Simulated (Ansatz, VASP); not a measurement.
## Two plane-wave programs on ZrC

INCAR

```
SYSTEM = ZrC
PREC = Accurate
ENCUT = 520
EDIFF = 1E-6
ISMEAR = 0
SIGMA = 0.15
LREAL = .False.
LASPH = .True.
NELM = 100
ALGO = Normal
ISIF = 2
LWAVE = .False.
LCHARG = .True.
GGA = PE
LELF = .True.
LVHAR = .True.
NBANDS = 15
```

The input KPOINTS:

```
regular mesh
0
Gamma
  20 20 20
  0 0 0
```

POSCAR

```
ZrC
1.0
    0.0000000000      2.4164476669      2.2231318536
    2.4164476669      0.0000000000      2.2231318536
    2.4164476669      2.4164476669      0.0000000000
Zr C
1 1
Direct
    0.5000000000      0.5000000000      0.5000000000
    0.0000000000      0.0000000000      0.0000000000
```

Input for Ansatz:

```yaml
crystal:
  lattice:
    - [0.0, 2.4164476669, 2.2231318536]
    - [2.4164476669, 0.0, 2.2231318536]
    - [2.4164476669, 2.4164476669, 0.0]
  atoms:
    - { symbol: Zr, position: [0.5, 0.5, 0.5] }
    - { symbol: C, position: [0.0, 0.0, 0.0] }
basis:
  ecutwfc: 420
kpoints:
  mp_grid: { grid: [20, 20, 20] }
hamiltonian:
  xc: pbe
scf:
  occupations: { method: gaussian, width: 0.15 }
output:
  forces: true
  stress: true
  eigenvalues: true
```

Alike in both runs: task single point; functional PBE; k mesh 20 × 20 × 20; occupations gaussian, width 0.15 eV; no spin polarisation.

```csv
,VASP,Ansatz
version,VASP 6.6.1,Ansatz 0.2.0
potentials or method,"VASP PAW PBE potentials, release 64 (Zr_sv, C), cutoff 520 eV","scalar-relativistic, plane waves, PAW"
valence electrons in the cell,16,16
```

Ansatz gave:

| Property | Result |
| --- | --- |
| gap on the k mesh at the Fermi level (eV) | none |
| pressure (GPa) | 4.2 |
| traceless stress, the component that is largest in VASP (GPa) | 22.97 |

Estimate VASP's values.

gap on the k mesh at the Fermi level (eV): none; pressure (GPa): 4.4; traceless stress, the component that is largest in VASP (GPa): 23.06.

A gap of «none» marks a metal or a gap that the smearing closes. The functional is the same, so the differences come from potentials, cutoffs and numerics.
